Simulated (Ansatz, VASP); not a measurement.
**AlNi: VASP beside Ansatz**

```
Ni Al
1.0
     2.88100    0.00000    0.00000
     0.00000    2.88100    0.00000
     0.00000    0.00000    2.88100
Ni Al
1 1
Direct
  0.50000 0.50000 0.50000
  0.00000 0.00000 0.00000
```

Alike in both runs: task relaxation of cell and atoms; functional PBEsol; k mesh 9 × 9 × 9; occupations fermi-dirac, width 0.05 eV; collinear spin.

```csv
,VASP,Ansatz
version,VASP 6.6.1,Ansatz 0.2.0
potentials or method,"VASP PAW PBE potentials, release 64 (Ni, Al)",Ansatz PAW
plane-wave cutoff (eV),600,420
valence electrons in the cell,13,21
```

Ansatz gave:

```
gap on the k mesh at the Fermi level, each at its own relaxed structure (eV) : none
net moment per atom (μB)                                                     : 0.00
relaxed volume (Å³/atom)                                                     : 11.71
relaxed cell length with the largest relative difference (Å)                 : 2.861
```

Problem. What did VASP give for the same quantities?

Solution. gap on the k mesh at the Fermi level, each at its own relaxed structure (eV): none; net moment per atom (μB): 0.00; relaxed volume (Å³/atom): 11.72; relaxed cell length with the largest relative difference (Å): 2.862.

VASP's potentials were made for PBE, not for PBEsol. A gap of «none» marks a metal or a gap that the smearing closes. VASP's potentials hold 13 valence electrons a cell and Ansatz's 21, so a difference there can come from the potentials and not from the codes.

Noted on Ansatz's run: the plane-wave basis is chosen anew once the cell has moved, so the energies of steps on either side of that aren't comparable.
